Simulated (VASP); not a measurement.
# CuSi16 (a cell with a defect) in VASP: single point with PBEsol

Aim: the single point of CuSi16 (a cell with a defect) with PBEsol.

Program: VASP 6.6.1. These are calculated values, not measurements. Logs are shortened: lines on timing, memory, paths and dates and some standing lists are left out, and cuts for length are marked.

### Step 1. The cell of the first run

The cell holds a defect, 17 atoms: a = 7.679 Å, b = 7.679 Å, c = 7.679 Å, α = 60.00°, β = 60.00°, γ = 60.00°.

### Step 2. Single point, PBEsol

INCAR

```
PREC     = Accurate       # precision mode
ENCUT    = 520            # plane-wave cutoff, eV
EDIFF    = 1E-7           # SCF threshold, eV
ISMEAR   = 0              # smearing method
SIGMA    = 0.02           # smearing width, eV
LREAL    = Auto         
LASPH    = True           # aspherical terms in the spheres
NELM     = 60             # most SCF steps
ALGO     = Normal         # electronic algorithm
ISIF     = 2              # what is computed and relaxed
LWAVE    = False          # write WAVECAR
LCHARG   = False          # write CHGCAR
GGA      = PS             # functional
NELECT   = 74.0         
NBANDS   = 52             # bands
```

KPOINTS

```
Automatic mesh
0
Gamma
  2 2 2
```

POSCAR

```
CuSi16
1.0
    0.0000000000      5.4300000000      5.4300000000
    5.4300000000      0.0000000000      5.4300000000
    5.4300000000      5.4300000000      0.0000000000
Si Cu
16 1
Direct
    0.0016512891     -0.0063225599      0.0186446593
    0.1258117864      0.1338438306      0.1242395948
   -0.0074217311      0.0029513812      0.5061895028
    0.1122930939      0.1190216390      0.6472691529
   -0.0093071823      0.5086887661     -0.0066502762
    0.1222287293      0.6246804788      0.1205893186
   -0.0082480663      0.4976675875      0.5048139963
    0.1192244015      0.6298325046      0.6182790976
    0.5028153775      0.0013897790     -0.0066262431
    0.6329126151      0.1240477901      0.1167059853
    0.4940034991     -0.0004898711      0.5034716390
    0.6195252302      0.1318027624      0.6182874770
    0.5007646409      0.5016841621     -0.0073812155
    0.6176134438      0.6282338858      0.1224600368
    0.4914468692      0.5036448435      0.4964312155
    0.6187608656      0.6269430018      0.6173660221
    1.2571589319      0.2431604052      0.2746744015
```

Potentials or basis: VASP PAW PBE potentials, release 64 (Si, Cu).

Command:

```bash
> cat potpaw_PBE.64/Si/POTCAR potpaw_PBE.64/Cu/POTCAR > POTCAR
> mpirun -np 1 vasp_std > vasp.out
```

OUTCAR:

```text
PREC = Accurate
   ENCUT = 520
   EDIFF = 1E-7
   ISMEAR = 0
   LREAL = Auto
   LASPH = True
   NELM = 60
   ISIF = 2
   GGA = PS
   NELECT = 74.0

 ion  position               nearest neighbor table
   1  0.002  0.994  0.019-  10 2.32   6 2.32   2 2.32   4 2.33
   2  0.126  0.134  0.124-   1 2.32   5 2.35   9 2.37   3 2.40  17 2.46
   3  0.993  0.003  0.506-  12 2.34   8 2.34   4 2.37   2 2.40  17 2.75
   4  0.112  0.119  0.647-   1 2.33  17 2.34   3 2.37   7 2.38  11 2.40
   5  0.991  0.509  0.993-  14 2.34   6 2.35   8 2.35   2 2.35
   6  0.122  0.625  0.121-   1 2.32   5 2.35  13 2.37  17 2.40   7 2.41
   7  0.992  0.498  0.505-  16 2.34   8 2.34   4 2.38   6 2.41  17 2.64
   8  0.119  0.630  0.618-  15 2.33   7 2.34   3 2.34   5 2.35
   9  0.503  0.001  0.993-  14 2.34  12 2.35  10 2.36   2 2.37  17 2.85
  10  0.633  0.124  0.117-   1 2.32   9 2.36  17 2.37  13 2.37  11 2.43
  11  0.494  1.000  0.503-  16 2.34  12 2.34   4 2.40  10 2.43  17 2.53
  12  0.620  0.132  0.618-  15 2.33  11 2.34   3 2.34   9 2.35
  13  0.501  0.502  0.993-  14 2.34  16 2.35  10 2.37   6 2.37  17 2.74
  14  0.618  0.628  0.122-   5 2.34   9 2.34  13 2.34  15 2.34
  15  0.491  0.504  0.496-  16 2.33  12 2.33   8 2.33  14 2.34
  16  0.619  0.627  0.617-  15 2.33  11 2.34   7 2.34  13 2.35
  17  0.257  0.243  0.275-   4 2.34  10 2.37   6 2.40   2 2.46  11 2.53   7 2.64  13 2.74   3 2.75
                             9 2.85

  LATTYP: Found a face centered cubic cell.
 ALAT       =    10.8600000000

  Lattice vectors:

 A1 = (   0.0000000000,   5.4300000000,   5.4300000000)
 A2 = (   5.4300000000,   0.0000000000,   5.4300000000)
 A3 = (   5.4300000000,   5.4300000000,   0.0000000000)

Analysis of symmetry for initial positions (statically):
=====================================================================
 Subroutine PRICEL returns:
 Original cell was already a primitive cell.

 Routine SETGRP: Setting up the symmetry group for a
 face centered cubic supercell.

 Subroutine GETGRP returns: Found  1 space group operations
 (whereof  1 operations were pure point group operations)
 out of a pool of 48 trial point group operations.

The static configuration has the point symmetry C_1 .

Analysis of symmetry for dynamics (positions and initial velocities):
=====================================================================
 Subroutine PRICEL returns:
 Original cell was already a primitive cell.

 Routine SETGRP: Setting up the symmetry group for a
 face centered cubic supercell.

 Subroutine GETGRP returns: Found  1 space group operations
 (whereof  1 operations were pure point group operations)
 out of a pool of 48 trial point group operations.

The dynamic configuration has the point symmetry C_1 .

 Subroutine INISYM returns: Found  1 space group operations
 (whereof  1 operations are pure point group operations),
 and found     1 'primitive' translations

----------------------------------------------------------------------------------------

                                     Primitive cell

  volume of cell :     320.2060

  direct lattice vectors                    reciprocal lattice vectors
     0.000000000  5.430000000  5.430000000    -0.092081031  0.092081031  0.092081031
     5.430000000  0.000000000  5.430000000     0.092081031 -0.092081031  0.092081031
     5.430000000  5.430000000  0.000000000     0.092081031  0.092081031 -0.092081031

  length of vectors
     7.679179644  7.679179644  7.679179644     0.159489025  0.159489025  0.159489025

  position of ions in fractional coordinates (direct lattice)
     0.001651289  0.993677440  0.018644659
     0.125811786  0.133843831  0.124239595
     0.992578269  0.002951381  0.506189503
     0.112293094  0.119021639  0.647269153
     0.990692818  0.508688766  0.993349724
     0.122228729  0.624680479  0.120589319
[... 9 lines left out ...]
     0.618760866  0.626943002  0.617366022
     0.257158932  0.243160405  0.274674402

  ion indices of the primitive-cell ions
   primitive index   ion index
                 1           1
                 2           2
                 3           3
                 4           4
                 5           5
                 6           6
[... 9 lines left out ...]
                16          16
                17          17

----------------------------------------------------------------------------------------

 KPOINTS: Automatic mesh

Automatic generation of k-mesh.
 Grid dimensions read from file:
 generate k-points for:    2    2    2

 Generating k-lattice:

  Cartesian coordinates                     Fractional coordinates (reciprocal lattice)
    -0.046040516  0.046040516  0.046040516     0.500000000  0.000000000  0.000000000
     0.046040516 -0.046040516  0.046040516     0.000000000  0.500000000  0.000000000
     0.046040516  0.046040516 -0.046040516     0.000000000  0.000000000  0.500000000

  Length of vectors
     0.079744512  0.079744512  0.079744512

  Shift w.r.t. Gamma in fractional coordinates (k-lattice)
     0.000000000  0.000000000  0.000000000

 Subroutine IBZKPT returns following result:
 ===========================================

 Found      8 irreducible k-points:

 Following reciprocal coordinates:
            Coordinates               Weight
  0.000000  0.000000  0.000000      1.000000
  0.500000  0.000000  0.000000      1.000000
  0.000000  0.500000  0.000000      1.000000
  0.000000  0.000000  0.500000      1.000000
  0.500000  0.500000  0.500000      1.000000
  0.500000  0.500000  0.000000      1.000000
  0.000000  0.500000  0.500000      1.000000
  0.500000  0.000000  0.500000      1.000000
   k-points           NKPTS =      8   k-points in BZ     NKDIM =      8   number of bands    NBANDS=     52
   number of dos      NEDOS =    301   number of ions     NIONS =     17
   total plane-waves  NPLWV = 216000
   dimension x,y,z NGX =    60 NGY =   60 NGZ =   60
   dimension x,y,z NGXF=   120 NGYF=  120 NGZF=  120
   ions per type =              16   1
   NGX,Y,Z   is equivalent  to a cutoff of  12.99, 12.99, 12.99 a.u.
   NGXF,Y,Z  is equivalent  to a cutoff of  25.98, 25.98, 25.98 a.u.
 SYSTEM =  unknown system
   PREC   = accura    normal or accurate (medium, high low for compatibility)
   ISTART =      0    job   : 0-new  1-cont  2-samecut
   ICHARG =      2    charge: 1-file 2-atom 10-const
   ISPIN  =      1    spin polarized calculation?
   LNONCOLLINEAR =      F non collinear calculations
   LSORBIT =      F    spin-orbit coupling
   LASPH  =      T    aspherical Exc in radial PAW
   ENCUT  =  520.0 eV  38.22 Ry    6.18 a.u.  14.28 14.28 14.28*2*pi/ulx,y,z
   NELM   =     60;   NELMIN=  2; NELMDL= -5     # of ELM steps
   EDIFF  = 0.1E-06   stopping-criterion for ELM
   LREAL  =      T    real-space projection
   EDIFFG = 0.1E-05   stopping-criterion for IOM
   NSW    =      0    number of steps for IOM
   IBRION =     -1    ionic relax: 0-MD 1-quasi-New 2-CG
   NFREE  =      0    steps in history (QN), initial steepest desc. (CG)
   ISIF   =      2    stress and relaxation
   ISYM   =      2    0-nonsym 1-usesym 2-fastsym
   POTIM  = 0.5000    time-step for ionic-motion
   TEBEG  =    0.0;   TEEND  =   0.0 temperature during run
   PSTRESS=    0.0 pullay stress
   NELECT =      74.0000    total number of electrons
   NUPDOWN=      -1.0000    fix difference up-down
   EMIN   =  10.00;   EMAX   =-10.00  energy-range for DOS
   EFERMI =   0.00;   METHOD = LEGACY
   ISMEAR =     0;   SIGMA  =   0.02  broadening in eV -4-tet -1-fermi 0-gaus
   EFERMI_NEDOS =   21; number of points for ismear=-14 and -15
   IALGO  =     38    algorithm
   IMIX   =      4    mixing-type and parameters
     AMIX     =   0.40;   BMIX     =  1.00
     AMIX_MAG =   1.60;   BMIX_MAG =  1.00
  volume/ion in A,a.u.               =      18.84       127.11
  Fermi-wavevector in a.u.,A,eV,Ry     =   1.004636  1.898488 13.732283  1.009294
  Thomas-Fermi vector in A             =   2.137265
   LORBIT       =      0    0 simple, 1 ext, 2 COOP (PROOUT), +10 PAW based schemes
   GGA     = PS    functional components
   LHFCALC =     F    Hartree Fock is set to
   AEXX    =    0.0000 exact exchange contribution
   IVDW    =     0    specifies the selected vdW correction
   LEPSILON=     F    determine dielectric tensor
   LRPA    =     F    only Hartree local field effects (RPA)
 non-spin polarized calculation
 Gauss-broadening in eV      SIGMA  =   0.02
  energy-cutoff  :      520.00
  volume of cell :      320.21
 maximum number of plane-waves:      8646
 NGX is ok and might be reduce to    60
   NGX = 29   NGY = 29   NGZ = 29

 number of electron      74.0000000 magnetization

 Free energy of the ion-electron system (eV)
  ---------------------------------------------------
  ext. energy  EPLUGINS =         0.00000000
  ---------------------------------------------------
  free energy    TOTEN  =      -100.06065741 eV

  energy without entropy =     -100.06065741  energy(sigma->0) =     -100.06065741

 E-fermi :   6.3079     XC(G=0):  -9.7522

 val. band max:        6.2242391044   @ k =   0.0000   0.0000   0.0000
 cond. band min:       6.3915234157   @ k =   0.0000   0.0000   0.0000
 fundamental gap:      0.1672843113
 Fermi energy:         6.3078527898

 k-point     1 :       0.0000    0.0000    0.0000
  band No.  band energies     occupation
      1      -5.9761      2.00000
      2      -3.5926      2.00000
      3      -3.5719      2.00000
      4      -3.5504      2.00000
      5      -3.5361      2.00000
      6      -2.1246      2.00000
[... 41 lines left out ...]
     48       8.4138      0.00000
     49       8.5723      0.00000

 k-point     2 :       0.5000    0.0000    0.0000
  band No.  band energies     occupation
      1      -5.2977      2.00000
      2      -5.0202      2.00000
      3      -3.3719      2.00000
      4      -3.3275      2.00000
      5      -3.2523      2.00000
      6      -3.0863      2.00000
[... 41 lines left out ...]
     48       9.6650      0.00000
     49       9.8103      0.00000

 k-point     3 :       0.0000    0.5000    0.0000
  band No.  band energies     occupation
      1      -5.3092      2.00000
      2      -5.0063      2.00000
      3      -3.3589      2.00000
      4      -3.3335      2.00000
      5      -3.2626      2.00000
      6      -3.0885      2.00000
[... 41 lines left out ...]
     48       9.6818      0.00000
     49       9.8018      0.00000

 k-point     4 :       0.0000    0.0000    0.5000
  band No.  band energies     occupation
      1      -5.2872      2.00000
      2      -5.0386      2.00000
      3      -3.3844      2.00000
      4      -3.2935      2.00000
      5      -3.2542      2.00000
      6      -3.0828      2.00000
[... 41 lines left out ...]
     48       9.6684      0.00000
     49       9.7501      0.00000

 k-point     5 :       0.5000    0.5000    0.5000
  band No.  band energies     occupation
      1      -5.3212      2.00000
      2      -4.9924      2.00000
      3      -3.3447      2.00000
      4      -3.3282      2.00000
      5      -3.2770      2.00000
      6      -3.0916      2.00000
[... 41 lines left out ...]
     48       9.6880      0.00000
     49       9.7703      0.00000

 k-point     6 :       0.5000    0.5000    0.0000
  band No.  band energies     occupation
      1      -5.0195      2.00000
      2      -4.7958      2.00000
      3      -3.9348      2.00000
      4      -3.8411      2.00000
      5      -3.8304      2.00000
      6      -3.7915      2.00000
[... 41 lines left out ...]
     48      10.3901      0.00000
     49      10.3979      0.00000

 k-point     7 :       0.0000    0.5000    0.5000
  band No.  band energies     occupation
      1      -5.0211      2.00000
      2      -4.7936      2.00000
      3      -3.9340      2.00000
      4      -3.8464      2.00000
      5      -3.8250      2.00000
      6      -3.7932      2.00000
[... 41 lines left out ...]
     48      10.3771      0.00000
     49      10.4022      0.00000

 k-point     8 :       0.5000    0.0000    0.5000
  band No.  band energies     occupation
      1      -5.0248      2.00000
      2      -4.7889      2.00000
      3      -3.9336      2.00000
      4      -3.8503      2.00000
      5      -3.8195      2.00000
      6      -3.7970      2.00000
[... 41 lines left out ...]
     48      10.3668      0.00000
     49      10.4111      0.00000
 [bands above 49 left out]

------------------------ aborting loop because EDIFF is reached ----------------------------------------

  FORCE on cell =-STRESS in cart. coord.  units (eV):
  Direction    XX          YY          ZZ          XY          YZ          ZX
  --------------------------------------------------------------------------------------
  -------------------------------------------------------------------------------------
  Total       -5.5790523     -5.1040566     -5.7248748     -0.4904905      0.2574735     -0.0057248
  in kB      -27.9152505    -25.5385702    -28.6448855     -2.4542097      1.2882901     -0.0286444
  external PRESSURE =     -27.3662354 kB  Pullay stress =       0.0000000 kB

 VOLUME and BASIS-vectors are now :
 -----------------------------------------------------------------------------
  energy-cutoff  :      520.00
  volume of cell :      320.21
      direct lattice vectors                 reciprocal lattice vectors
     0.000000000  5.430000000  5.430000000    -0.092081031  0.092081031  0.092081031
     5.430000000  0.000000000  5.430000000     0.092081031 -0.092081031  0.092081031
     5.430000000  5.430000000  0.000000000     0.092081031  0.092081031 -0.092081031

 POSITION                                       TOTAL-FORCE (eV/Angst)
 -----------------------------------------------------------------------------------
      5.49691      0.11021      5.40463         0.027579      0.030452     -0.012824
      1.40139      1.35778      1.40993        -0.001450      0.000687      0.002186
      2.76464      8.13831      5.40573         0.000671      0.011427      0.010848
      4.16096      4.12442      1.25604         0.023135      0.035138     -0.028672
      8.15607     10.77335      8.14164        -0.013838     -0.014049      0.013679
      4.04681      1.31850      4.05572         0.004548     -0.011555      0.007815
[... 9 lines left out ...]
      6.75660      6.71217      6.76417        -0.013034     -0.009508     -0.005520
      2.81184      2.88786      2.71673         0.046698      0.014069     -0.010503
 -----------------------------------------------------------------------------------
    total drift:                               -0.006219     -0.005276     -0.002173

  FREE ENERGIE OF THE ION-ELECTRON SYSTEM (eV)
  ---------------------------------------------------
  free  energy   TOTEN  =      -100.0606574077 eV

  energy  without entropy=     -100.0606574076  energy(sigma->0) =     -100.06065741
```

It took 2.8 min on 1 thread of Intel Xeon 6975P-C (Granite Rapids), shared host; peak memory 0.49 GiB.

What came out:

- Free energy: -100.0607 eV
- Largest force: 0.051 eV/Å

Forces on the atoms (eV/Å):
```
Si   0.028  0.030 -0.013
Si  -0.001  0.001  0.002
Si   0.001  0.011  0.011
Si   0.023  0.035 -0.029
Si  -0.014 -0.014  0.014
Si   0.005 -0.012  0.008
Si  -0.012  0.008 -0.002
Si  -0.006 -0.014  0.002
Si  -0.014 -0.006  0.010
Si   0.003 -0.002 -0.007
Si   0.002  0.009 -0.008
Si  -0.005 -0.007  0.006
Si  -0.013 -0.011  0.010
Si  -0.012 -0.022  0.005
Si  -0.017 -0.011  0.008
Si  -0.013 -0.010 -0.006
Cu   0.047  0.014 -0.011
```

Levels at points of the mesh, in eV from the Fermi level:
```
           k point  band 34  band 35  band 36  band 37  band 38  band 39  band 40  band 41
(0.00, 0.00, 0.00)    -0.82    -0.68    -0.16    -0.08     0.08     0.51     0.53     0.54
(0.50, 0.00, 0.00)    -0.89    -0.81    -0.72    -0.68     0.47     1.09     1.28     1.30
(0.00, 0.50, 0.00)    -0.87    -0.82    -0.74    -0.62     0.49     1.04     1.26     1.28
(0.00, 0.00, 0.50)    -0.89    -0.86    -0.72    -0.70     0.43     1.12     1.29     1.30
(0.50, 0.50, 0.50)    -0.87    -0.82    -0.69    -0.58     0.48     1.01     1.27     1.29
(0.50, 0.50, 0.00)    -1.47    -1.45    -1.39    -0.94     0.62     1.01     2.00     2.02
(0.00, 0.50, 0.50)    -1.48    -1.43    -1.40    -0.94     0.62     1.02     2.00     2.04
(0.50, 0.00, 0.50)    -1.50    -1.40    -1.40    -0.91     0.60     1.02     1.99     2.05
```

Caveat: the k points lie up to 0.50 Å⁻¹ apart; the cell carries a net charge on a neutralising background, which shifts energy and pressure; the cell is charged against a uniform background, so pressure and absolute levels hang on convention; the PAW data sets were made with another functional, which shifts forces and pressure a little.
